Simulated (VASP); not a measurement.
Set up this calculation in VASP 6.6.1, as the native input.

* Task: single point
* Functional: PBE
* Potentials or basis: VASP PAW PBE potentials, release 64 (Ca_sv, Y_sv, B)
* Cutoff: 520 eV
* k mesh: 10 × 10 × 10
* Occupations: gaussian, width 0.1 eV
* Spin: no spin polarisation
* Dipole correction: no
* Further INCAR settings: ALGO = Normal; EDIFF = 1e-06; NBANDS = 22

The structure of CaYB2 lies in POSCAR:

```
CaYB2
1.0
    3.2394998978     -3.8730166915      0.0000000000
    3.2394998978      3.8730166915      0.0000000000
    0.0000000000      0.0000000000      4.4228304771
Ca Y B
1 1 2
Direct
    0.0000000000      0.0000000000      0.0000000000
    0.5000000000      0.5000000000      0.0000000000
    0.3675506079      0.3675506079      0.5000000000
    0.6324493921      0.6324493921      0.5000000000
```

The input as run:

INCAR

```
  PREC = Accurate
  ENCUT = 520
  EDIFF = 1E-6
  ISMEAR = 0
  SIGMA = 0.1
  LREAL = F
  LASPH = T
  NELM = 60
  ALGO = Normal
  ISIF = 2
  LWAVE = F
  LCHARG = T
  GGA = PE
  LELF = T
  LVHAR = T
  NBANDS = 22
```

KPOINTS

```
regular mesh
0
Gamma
  10 10 10
```

Potentials or basis: VASP PAW PBE potentials, release 64 (Ca_sv, Y_sv, B).

Launch:

```console
$ cat potpaw_PBE.64/Ca_sv/POTCAR potpaw_PBE.64/Y_sv/POTCAR potpaw_PBE.64/B/POTCAR > POTCAR
$ mpirun -np 1 vasp_std > vasp.out
```

It gave:

```json
{
 "Pressure": "0.0 GPa",
 "Largest force": "0.005 eV/Å",
 "Band gap on the k mesh": "zero (an odd number of electrons rules out a gap without spin polarisation)"
}
```

Wall time 15 min on 1 thread of Intel Xeon 8259CL, with other jobs on the host, peak memory 0.64 GiB.
